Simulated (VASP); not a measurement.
Wanted: the native input for a VASP 6.6.1 run.

```yaml
Task: single point
Functional: PBEsol
Dispersion: D3(BJ)
Potentials_or_basis: VASP PAW PBE potentials, release 64 (Ni)
Cutoff: 520 eV
k_mesh: 15 × 15 × 15
Occupations: gaussian, width 0.05 eV
Spin: collinear spin, ferromagnetic start
Starting_moments: "[2.0] μB"
Dipole_correction: no
Further_INCAR_settings: ALGO = Normal; EDIFF = 1e-06; NBANDS = 15
```

The structure of Ni lies in POSCAR:

```
Ni
1.0
   -1.3837150000      1.3837150000      1.3837150000
    1.3837150000     -1.3837150000      1.3837150000
    1.3837150000      1.3837150000     -1.3837150000
Ni
1
Direct
    0.0000000000      0.0000000000      0.0000000000
```

These files were run (other wordings do the same):

INCAR

```
ALGO     = Normal         # electronic algorithm
EDIFF    = 1E-6           # SCF threshold, eV
ENCUT    = 520            # plane-wave cutoff, eV
GGA      = PS             # functional
ISIF     = 2              # what is computed and relaxed
ISMEAR   = 0              # smearing method
ISPIN    = 2              # spin polarisation
IVDW     = 12             # dispersion correction
LASPH    = True           # aspherical terms in the spheres
LCHARG   = False          # write CHGCAR
LMAXMIX  = 4              # l up to which the mixer works
LORBIT   = 11             # projections on sites
LREAL    = False          # projectors in reciprocal space
LWAVE    = False          # write WAVECAR
MAGMOM   = 2              # initial moments
NBANDS   = 15             # bands
NELM     = 150            # most SCF steps
PREC     = Accurate       # precision mode
SIGMA    = 0.05           # smearing width, eV
```

KPOINTS

```
k-points
0
Gamma
  15 15 15
```

Potentials or basis: VASP PAW PBE potentials, release 64 (Ni).

Launch:

```console
$ cat potpaw_PBE.64/Ni/POTCAR > POTCAR
$ mpirun -np 1 vasp_std > vasp.out
```

It gave:

```yaml
Pressure: -8.9 GPa
Net_moment: 0.57 μB per cell
Site_moments: Ni +0.57 μB
Valence_electrons_inside_the_program's_atomic_spheres: Ni 9.37
Dispersion_energy_per_atom: -0.429 eV
```

Caveat: three body term missing; the PAW data sets were made with another functional, which shifts forces and pressure a little; pairwise dispersion overbinds metals, which lowers pressure and volume.

Run time: 30 s on 1 thread of Intel(R) Xeon(R) Platinum 8259CL CPU @ 2.50GHz (Skylake/Cascade Lake) (shared host), peak memory 0.15 GiB.
